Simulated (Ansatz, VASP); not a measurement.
**One calculation of Ca3H2Pt, two programs**

```
CELL_PARAMETERS angstrom
3.73237 2.15488 3.69841
-3.73237 2.15488 3.69841
0.00000 -4.30977 3.69841
ATOMIC_POSITIONS crystal
Ca 0.00000 0.50000 0.00000
Ca 0.50000 0.00000 0.00000
Ca 0.00000 0.00000 0.50000
H 0.75165 0.75165 0.75165
H 0.24835 0.24835 0.24835
Pt 0.00000 0.00000 0.00000
```

Change from the starting cell: species swapped into the Tb2Al3Fe type (R-3m, No. 166).

Alike in both runs: task relaxation of cell and atoms; functional PBE; k mesh 6 × 6 × 6; occupations gaussian, width 0.1 eV; no spin polarisation.

|  | VASP | Ansatz |
| --- | --- | --- |
| version | VASP 6.6.1 | Ansatz 0.2.0 |
| potentials or method | VASP PAW PBE potentials, release 64 (Ca_sv, H, Pt), cutoff 600 eV | scalar-relativistic, plane waves, PAW |
| valence electrons in the cell | 42 | 50 |

Ansatz gave:

```
gap on the k mesh at the Fermi level, each at its own relaxed structure (eV) : none
relaxed volume (Å³/atom)                                                     : 29.93
relaxed cell length with the largest relative difference (Å)                 : 5.688
```

Question: Estimate VASP's values.

Answer: gap on the k mesh at the Fermi level, each at its own relaxed structure (eV): none; relaxed volume (Å³/atom): 30.03; relaxed cell length with the largest relative difference (Å): 5.693.

A gap of «none» marks a metal or a gap that the smearing closes. VASP's potentials hold 42 valence electrons a cell and Ansatz's 50, so a difference there can come from the potentials and not from the codes.

Neither program's run includes spin-orbit coupling.
